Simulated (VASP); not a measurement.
Here is a VASP 6.6.1 calculation.

File INCAR:

```
SYSTEM = Pd
PREC     = Accurate       ! precision mode
ENCUT    = 520            ! plane-wave cutoff, eV
EDIFF    = 1E-7           ! SCF threshold, eV
ISMEAR   = -1             ! smearing method
SIGMA    = 0.05           ! smearing width, eV
LREAL    = .FALSE.        ! projectors in reciprocal space
LASPH    = .TRUE.         ! aspherical terms in the spheres
NELM     = 150            ! most SCF steps
ALGO     = Normal         ! electronic algorithm
ISIF     = 2              ! what is computed and relaxed
LWAVE    = .FALSE.        ! write WAVECAR
LCHARG   = .FALSE.        ! write CHGCAR
ISPIN    = 2              ! spin polarisation
MAGMOM   = -0.467 -0.467  ! initial moments
LORBIT   = 11             ! projections on sites
LMAXMIX  = 4              ! l up to which the mixer works
GGA      = PS             ! functional
NBANDS   = 21             ! bands
```

File KPOINTS:

```
Automatic mesh
0
G
  11 11 11
  0 0 0
```

Contents of POSCAR:

```
Pd
1.0
    0.0000000000      2.8435931986      2.8435931986
    2.8435931986      0.0000000000      2.8435931986
    2.8435931986      2.8435931986      0.0000000000
Pd
2
Direct
    0.1250000000      0.1250000000      0.1250000000
    0.8750000000      0.8750000000      0.8750000000
```

Potentials or basis: VASP PAW PBE potentials, release 64 (Pd).

Command:

```console
$ cat potpaw_PBE.64/Pd/POTCAR > POTCAR
$ mpirun -np 1 vasp_std > vasp.out
```

(1) Estimate the pressure.

(2) Estimate the site moments.

(3) What does it give for the net moment?

Answers

(1) -0.5 GPa.

(2) Pd -0.48 μB.

(3) -0.99 μB per cell.

Caveat: the PAW data sets were made with another functional, which shifts forces and pressure a little.
